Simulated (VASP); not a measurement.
# ZnO (P6_3mc) in VASP: single point with r2SCAN

Aim: the single point of ZnO with r2SCAN.

Program: VASP 6.6.1. These are calculated values, not measurements. Logs are shortened: lines on timing, memory, paths and dates and some standing lists are left out, and cuts for length are marked.

### 1 The cell of the first run

The structure is hexagonal, space group P6_3mc (No. 186). Conventional cell: a = 3.107 Å, b = 3.107 Å, c = 5.413 Å, α = 90.00°, β = 90.00°, γ = 120.00°. Within 2.6 Å of Zn (site symmetry 3m) lie 4 O at 1.95 Å. Within 2.6 Å of O (site symmetry 3m) lie 4 Zn at 1.95 Å.

### 2 Single point, r2SCAN

POSCAR reads:

```
ZnO
1.0
    3.1066653462      0.0000000000      0.0000000000
   -1.5533326731      2.6904511108      0.0000000000
    0.0000000000      0.0000000000      5.4132338980
Zn O
2 2
Direct
    0.3333333333      0.6666666667      0.0112839937
    0.6666666667      0.3333333333      0.5112839937
    0.3333333333      0.6666666667      0.3708160063
    0.6666666667      0.3333333333      0.8708160063
```

INCAR.step1 reads:

```
SYSTEM = ZnO
PREC = Accurate
ENCUT = 1480
ISMEAR = 0
SIGMA = 0.02
LREAL = .FALSE.
LASPH = .TRUE.
NELM = 120
NBANDS = 26
GGA = PE
ALGO = Normal
EDIFF = 1E-5
LWAVE = .TRUE.
LCHARG = .FALSE.
GGA_COMPAT = .FALSE.
```

INCAR.step2 reads:

```
SYSTEM = ZnO
PREC = Accurate
ENCUT = 1480
EDIFF = 1E-6
ISMEAR = 0
SIGMA = 0.02
LREAL = .FALSE.
LASPH = .TRUE.
NELM = 120
ALGO = Normal
ISIF = 2
LWAVE = .FALSE.
LCHARG = .FALSE.
METAGGA = R2SCAN
LMIXTAU = .TRUE.
NBANDS = 26
ISTART = 1
GGA_COMPAT = .FALSE.
```

KPOINTS reads:

```
regular mesh
0
G
  9 9 5
  0 0 0
```

Potentials or basis: VASP PAW PBE potentials, release 64 (Zn, O_h).

The run is started by

```console
cat potpaw_PBE.64/Zn/POTCAR potpaw_PBE.64/O_h/POTCAR > POTCAR
cp INCAR.step1 INCAR
mpirun -np 1 vasp_std > vasp.out
cp INCAR.step2 INCAR
mpirun -np 1 vasp_std > vasp.out
```

OUTCAR:

```text
SYSTEM = ZnO
   PREC = Accurate
   ENCUT = 1480
   EDIFF = 1E-6
   ISMEAR = 0
   LREAL = .FALSE.
   LASPH = .TRUE.
   NELM = 120
   ISIF = 2
   METAGGA = R2SCAN
   ISTART = 1

 ion  position               nearest neighbor table
   1  0.333  0.667  0.011-   3 1.95   4 1.95   4 1.95   4 1.95
   2  0.667  0.333  0.511-   4 1.95   3 1.95   3 1.95   3 1.95
   3  0.333  0.667  0.371-   1 1.95   2 1.95   2 1.95   2 1.95
   4  0.667  0.333  0.871-   2 1.95   1 1.95   1 1.95   1 1.95

  LATTYP: Found a hexagonal cell.
 ALAT       =     3.1066653462
 C/A-ratio  =     1.7424580039

  Lattice vectors:

 A1 = (   3.1066653462,   0.0000000000,   0.0000000000)
 A2 = (  -1.5533326731,   2.6904511108,   0.0000000000)
 A3 = (   0.0000000000,   0.0000000000,   5.4132338980)

Analysis of symmetry for initial positions (statically):
=====================================================================
 Subroutine PRICEL returns:
 Original cell was already a primitive cell.

 Routine SETGRP: Setting up the symmetry group for a
 hexagonal supercell.

 Subroutine GETGRP returns: Found 12 space group operations
 (whereof  6 operations were pure point group operations)
 out of a pool of 24 trial point group operations.

The static configuration has the point symmetry C_3v.
 The point group associated with its full space group is C_6v.

Analysis of symmetry for dynamics (positions and initial velocities):
=====================================================================
 Subroutine PRICEL returns:
 Original cell was already a primitive cell.

 Routine SETGRP: Setting up the symmetry group for a
 hexagonal supercell.

 Subroutine GETGRP returns: Found 12 space group operations
 (whereof  6 operations were pure point group operations)
 out of a pool of 24 trial point group operations.

The dynamic configuration has the point symmetry C_3v.
 The point group associated with its full space group is C_6v.

 Subroutine INISYM returns: Found 12 space group operations
 (whereof  6 operations are pure point group operations),
 and found     1 'primitive' translations

----------------------------------------------------------------------------------------

                                     Primitive cell

  volume of cell :      45.2456

  direct lattice vectors                    reciprocal lattice vectors
     3.106665346  0.000000000  0.000000000     0.321888549  0.185842440  0.000000000
    -1.553332673  2.690451111  0.000000000     0.000000000  0.371684881  0.000000000
     0.000000000  0.000000000  5.413233898     0.000000000  0.000000000  0.184732457

  length of vectors
[... 90 lines left out ...]
   IBRION =     -1    ionic relax: 0-MD 1-quasi-New 2-CG
   NFREE  =      0    steps in history (QN), initial steepest desc. (CG)
   ISIF   =      2    stress and relaxation
   ISYM   =      2    0-nonsym 1-usesym 2-fastsym
   POTIM  = 0.5000    time-step for ionic-motion
   TEBEG  =    0.0;   TEEND  =   0.0 temperature during run
   PSTRESS=    0.0 pullay stress
   NELECT =      36.0000    total number of electrons
   NUPDOWN=      -1.0000    fix difference up-down
   EMIN   =  10.00;   EMAX   =-10.00  energy-range for DOS
   EFERMI =   0.00;   METHOD = LEGACY
   ISMEAR =     0;   SIGMA  =   0.02  broadening in eV -4-tet -1-fermi 0-gaus
   EFERMI_NEDOS =   21; number of points for ismear=-14 and -15
   IALGO  =     38    algorithm
   IMIX   =      4    mixing-type and parameters
     AMIX     =   0.40;   BMIX     =  1.00
     AMIX_MAG =   1.60;   BMIX_MAG =  1.00
  volume/ion in A,a.u.               =      11.31        76.33
  Fermi-wavevector in a.u.,A,eV,Ry     =   1.516993  2.866701 31.310644  2.301267
  Thomas-Fermi vector in A             =   2.626308
   LORBIT       =      0    0 simple, 1 ext, 2 COOP (PROOUT), +10 PAW based schemes
   METAGGA = R2SCAN    functional components
   LHFCALC =     F    Hartree Fock is set to
   AEXX    =    0.0000 exact exchange contribution
   IVDW    =     0    specifies the selected vdW correction
   LEPSILON=     F    determine dielectric tensor
   LRPA    =     F    only Hartree local field effects (RPA)
 non-spin polarized calculation
 Gauss-broadening in eV      SIGMA  =   0.02
  energy-cutoff  :     1480.00
  volume of cell :       45.25
 maximum number of plane-waves:      5868
 NGX is ok and might be reduce to    40
   NGX = 19   NGY = 19   NGZ = 33

 number of electron      36.0000001 magnetization

 Free energy of the ion-electron system (eV)
  ---------------------------------------------------
  ext. energy  EPLUGINS =         0.00000000
  ---------------------------------------------------
  free energy    TOTEN  =       -36.22835153 eV

  energy without entropy =      -36.22835153  energy(sigma->0) =      -36.22835153

 E-fermi :   1.8316     XC(G=0): -11.9751

 val. band max:        1.6814376872   @ k =   0.0000   0.0000   0.0000
 cond. band min:       2.8550511717   @ k =   0.0000   0.0000   0.0000
 fundamental gap:      1.1736134845
 Fermi energy:         1.8315554838

 k-point     1 :       0.0000    0.0000    0.0000
  band No.  band energies     occupation
      1     -17.8259      2.00000
      2     -17.1643      2.00000
      3      -4.7513      2.00000
      4      -4.6045      2.00000
      5      -4.3404      2.00000
      6      -4.3404      2.00000
[... 685 lines left out ...]
     25      16.2513      0.00000
     26      17.6960      0.00000

 [... further k-points ...]

------------------------ aborting loop because EDIFF is reached ----------------------------------------

  FORCE on cell =-STRESS in cart. coord.  units (eV):
  Direction    XX          YY          ZZ          XY          YZ          ZX
  --------------------------------------------------------------------------------------
  -------------------------------------------------------------------------------------
  Total        2.9468791      2.9468791      0.3192459      0.0000000      0.0000000      0.0000000
  in kB      104.3509799    104.3509799     11.3047133      0.0000000      0.0000000      0.0000000
  external PRESSURE =      73.3355577 kB  Pullay stress =       0.0000000 kB

 VOLUME and BASIS-vectors are now :
 -----------------------------------------------------------------------------
  energy-cutoff  :     1480.00
  volume of cell :       45.25
      direct lattice vectors                 reciprocal lattice vectors
     3.106665346  0.000000000  0.000000000     0.321888549  0.185842440  0.000000000
    -1.553332673  2.690451111  0.000000000     0.000000000  0.371684881  0.000000000
     0.000000000  0.000000000  5.413233898     0.000000000  0.000000000  0.184732457

 POSITION                                       TOTAL-FORCE (eV/Angst)
 -----------------------------------------------------------------------------------
     -0.00000      1.79363      0.06108        -0.000000      0.000000      0.015363
      1.55333      0.89682      2.76770         0.000000      0.000000      0.015363
     -0.00000      1.79363      2.00731        -0.000000     -0.000000     -0.015363
      1.55333      0.89682      4.71393         0.000000      0.000000     -0.015363
 -----------------------------------------------------------------------------------
    total drift:                               -0.000000      0.000000      0.004869

  FREE ENERGIE OF THE ION-ELECTRON SYSTEM (eV)
  ---------------------------------------------------
  free  energy   TOTEN  =       -36.2283515315 eV

  energy  without entropy=      -36.2283515315  energy(sigma->0) =      -36.22835153
```

OSZICAR.step1:

```text
N       E                     dE             d eps       ncg     rms          rms(c)
DAV:   1     0.463799952182E+03    0.46380E+03   -0.33428E+04  1880   0.413E+03
DAV:   2     0.610266731762E+02   -0.40277E+03   -0.37796E+03  1920   0.714E+02
DAV:   3    -0.162273188722E+02   -0.77254E+02   -0.74335E+02  2184   0.229E+02
DAV:   4    -0.208413935268E+02   -0.46141E+01   -0.45707E+01  2060   0.604E+01
DAV:   5    -0.208899273642E+02   -0.48534E-01   -0.48489E-01  2210   0.624E+00    0.159E+01
DAV:   6    -0.174401455496E+02    0.34498E+01   -0.59904E+00  3050   0.606E+01    0.980E+00
DAV:   7    -0.176852146136E+02   -0.24507E+00   -0.32028E+00  2044   0.169E+01    0.589E+00
DAV:   8    -0.176850214653E+02    0.19315E-03   -0.54664E-01  2836   0.748E+00    0.189E+00
DAV:   9    -0.176340400477E+02    0.50981E-01   -0.10206E-01  2790   0.592E+00    0.422E-01
DAV:  10    -0.176362209341E+02   -0.21809E-02   -0.44063E-02  1928   0.165E+00    0.109E-01
DAV:  11    -0.176364060946E+02   -0.18516E-03   -0.87880E-04  2220   0.389E-01    0.261E-02
DAV:  12    -0.176364172530E+02   -0.11158E-04   -0.17908E-04  2212   0.304E-01    0.169E-02
DAV:  13    -0.176364226077E+02   -0.53547E-05   -0.19236E-05  1646   0.109E-01
   1 F= -.17636423E+02 E0= -.17636423E+02  d E =-.465902E-24
```

Wall time 12 min (1 thread of AMD EPYC 7R13 (Zen 3), shared host); peak memory 0.44 GiB.

Results:

- Free energy: -36.2284 eV
- Pressure: 7.3 GPa
- Largest force: 0.015 eV/Å
- Band gap on the k mesh: 1.17 eV

Forces in eV/Å, atoms in the order of the input:
```
Zn   0.000  0.000  0.015
Zn   0.000  0.000  0.015
O    0.000  0.000 -0.015
O    0.000  0.000 -0.015
```

Levels at points of the mesh, in eV from the valence-band top:
```
           k point  band 14  band 15  band 16  band 17  band 18  band 19  band 20  band 21  band 22  band 23
(0.00, 0.00, 0.00)    -0.85    -0.85    -0.21     0.00     0.00     1.17     6.41     8.32    13.82    14.80
```

Caveat: the stress differs along the axes, from 1 to 10 GPa; the PAW data sets were made with another functional, which shifts forces and pressure a little.
